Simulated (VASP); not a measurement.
# SiMo3 (Pm-3n) in VASP: settings compared, part 2 of 2

VASP 6.6.1. The steps go on from the part before.

**4. Single point, PBEsol**

This run uses another cell than the first one, of 16.36 Å³/atom.

INCAR reads:

```
PREC     = Accurate       # precision mode
ENCUT    = 520            # plane-wave cutoff, eV
EDIFF    = 1E-6           # SCF threshold, eV
ISMEAR   = 0              # smearing method
SIGMA    = 0.05           # smearing width, eV
LREAL    = F              # projectors in reciprocal space
LASPH    = T              # aspherical terms in the spheres
NELM     = 100            # most SCF steps
ALGO     = Fast           # electronic algorithm
ISIF     = 2              # what is computed and relaxed
LWAVE    = F              # write WAVECAR
LCHARG   = F              # write CHGCAR
GGA      = PS             # functional
NBANDS   = 56             # bands
```

KPOINTS reads:

```
Automatic mesh
0
Gamma
  8 8 8
```

POSCAR reads:

```
SiMo3
1.0
    5.0772207328      0.0000000000      0.0000000000
    0.0000000000      5.0772207328      0.0000000000
    0.0000000000      0.0000000000      5.0772207328
Si Mo
2 6
Direct
    0.0000000000      0.0000000000      0.0000000000
    0.5000000000      0.5000000000      0.5000000000
    0.2500000000      0.0000000000      0.5000000000
    0.5000000000      0.7500000000      0.0000000000
    0.7500000000      0.0000000000      0.5000000000
    0.5000000000      0.2500000000      0.0000000000
    0.0000000000      0.5000000000      0.7500000000
    0.0000000000      0.5000000000      0.2500000000
```

Potentials or basis: VASP PAW PBE potentials, release 64 (Si, Mo_sv).

Run with:

```bash
$ cat potpaw_PBE.64/Si/POTCAR potpaw_PBE.64/Mo_sv/POTCAR > POTCAR
$ mpirun -np 1 vasp_std > vasp.out
```

OUTCAR:

```text
PREC = Accurate
   ENCUT = 520
   EDIFF = 1E-6
   ISMEAR = 0
   LREAL = F
   LASPH = T
   NELM = 100
   ISIF = 2
   GGA = PS

 ion  position               nearest neighbor table
   1  0.000  0.000  0.000-   3 2.84   4 2.84   5 2.84   6 2.84   7 2.84   8 2.84   3 2.84   5 2.84
                             7 2.84   8 2.84   4 2.84   6 2.84
   2  0.500  0.500  0.500-   3 2.84   4 2.84   5 2.84   6 2.84   7 2.84   8 2.84   4 2.84   6 2.84
                             3 2.84   5 2.84   7 2.84   8 2.84
   3  0.250  0.000  0.500-   5 2.54   5 2.54   1 2.84   1 2.84   2 2.84   2 2.84   8 3.11   4 3.11
                             4 3.11   6 3.11   6 3.11   7 3.11   8 3.11   7 3.11
   4  0.500  0.750  0.000-   6 2.54   6 2.54   1 2.84   2 2.84   2 2.84   1 2.84   8 3.11   5 3.11
                             3 3.11   5 3.11   3 3.11   7 3.11   7 3.11   8 3.11
   5  0.750  0.000  0.500-   3 2.54   3 2.54   1 2.84   1 2.84   2 2.84   2 2.84   8 3.11   4 3.11
                             4 3.11   6 3.11   6 3.11   7 3.11   8 3.11   7 3.11
   6  0.500  0.250  0.000-   4 2.54   4 2.54   1 2.84   2 2.84   2 2.84   1 2.84   8 3.11   3 3.11
                             3 3.11   5 3.11   5 3.11   7 3.11   7 3.11   8 3.11
   7  0.000  0.500  0.750-   8 2.54   8 2.54   1 2.84   2 2.84   1 2.84   2 2.84   3 3.11   4 3.11
                             5 3.11   3 3.11   5 3.11   6 3.11   4 3.11   6 3.11
   8  0.000  0.500  0.250-   7 2.54   7 2.54   1 2.84   2 2.84   1 2.84   2 2.84   3 3.11   4 3.11
[... 1623 lines left out ...]

 [... further k-points ...]

------------------------ aborting loop because EDIFF is reached ----------------------------------------

  FORCE on cell =-STRESS in cart. coord.  units (eV):
  Direction    XX          YY          ZZ          XY          YZ          ZX
  --------------------------------------------------------------------------------------
  -------------------------------------------------------------------------------------
  Total      -21.2151965    -21.2151965    -21.2151965      0.0000000     -0.0000000     -0.0000000
  in kB     -259.7045187   -259.7045187   -259.7045187      0.0000000     -0.0000000     -0.0000000
  external PRESSURE =    -259.7045187 kB  Pullay stress =       0.0000000 kB

 VOLUME and BASIS-vectors are now :
 -----------------------------------------------------------------------------
  energy-cutoff  :      520.00
  volume of cell :      130.88
      direct lattice vectors                 reciprocal lattice vectors
     5.077220733  0.000000000  0.000000000     0.196958149  0.000000000  0.000000000
     0.000000000  5.077220733  0.000000000     0.000000000  0.196958149  0.000000000
     0.000000000  0.000000000  5.077220733     0.000000000  0.000000000  0.196958149

 POSITION                                       TOTAL-FORCE (eV/Angst)
 -----------------------------------------------------------------------------------
      0.00000      0.00000      0.00000         0.000000     -0.000000      0.000000
      2.53861      2.53861      2.53861         0.000000     -0.000000      0.000000
      1.26931      0.00000      2.53861         0.000000      0.000000     -0.000000
      2.53861      3.80792      0.00000        -0.000000     -0.000000      0.000000
      3.80792      0.00000      2.53861        -0.000000     -0.000000     -0.000000
      2.53861      1.26931      0.00000         0.000000      0.000000      0.000000
      0.00000      2.53861      3.80792         0.000000     -0.000000     -0.000000
      0.00000      2.53861      1.26931        -0.000000      0.000000      0.000000
 -----------------------------------------------------------------------------------
    total drift:                                0.000000     -0.000000      0.000000

  FREE ENERGIE OF THE ION-ELECTRON SYSTEM (eV)
  ---------------------------------------------------
  free  energy   TOTEN  =       -83.6780035422 eV

  energy  without entropy=      -83.6699066943  energy(sigma->0) =      -83.67395512
```

Wall time 3.6 min (1 thread of Intel Xeon Platinum 8488C (Sapphire Rapids), shared host); peak memory 0.35 GiB.

What came out:

```yaml
Free_energy: -83.6780 eV
Pressure: -26.0 GPa
Band_gap_on_the_k_mesh: zero (bands 46 and 47 overlap by 2.22 eV)
```

Levels at points of the mesh, in eV from the Fermi level:
```
           k point  band 42  band 43  band 44  band 45  band 46  band 47  band 48  band 49  band 50  band 51
(0.00, 0.00, 0.00)    -1.88    -1.38    -1.38     1.05     1.05     1.05     1.40     1.99     2.02     2.28
(0.50, 0.00, 0.00)    -2.11    -1.62    -1.62     0.12     0.12     0.82     0.82     1.29     1.29     1.41
(0.50, 0.50, 0.00)    -1.03    -0.91    -0.83    -0.83    -0.81    -0.57    -0.36    -0.17     0.13     0.79
(0.50, 0.50, 0.50)    -1.47    -1.17    -1.17    -1.17    -1.17    -1.17    -1.17     1.08     1.08     1.08
```

Caveat: the cell stands under tension; the PAW data sets were made with another functional, which shifts forces and pressure a little.

**5. The runs side by side**

```tsv
level	cell	gap on the mesh (eV)	pressure (GPa)
r2SCAN	a = 4.889 Å, 8 atoms	none	0.3
PBEsol	a = 4.889 Å, 8 atoms	none	-3.8
PBEsol	a = 5.077 Å, 8 atoms	none	-26.0
```

Alike in all rows: task single point; potentials or basis VASP PAW PBE potentials, release 64 (Si, Mo_sv); no spin polarisation; k mesh 8 × 8 × 8; cutoff (eV) 520; smearing gaussian 0.05 eV.

Caveats: the PAW data sets were made with another functional, which shifts forces and pressure a little; the cell stands under tension (at least some runs).

Total energies depend on the potentials used, so only differences within one code and one set of settings carry meaning.
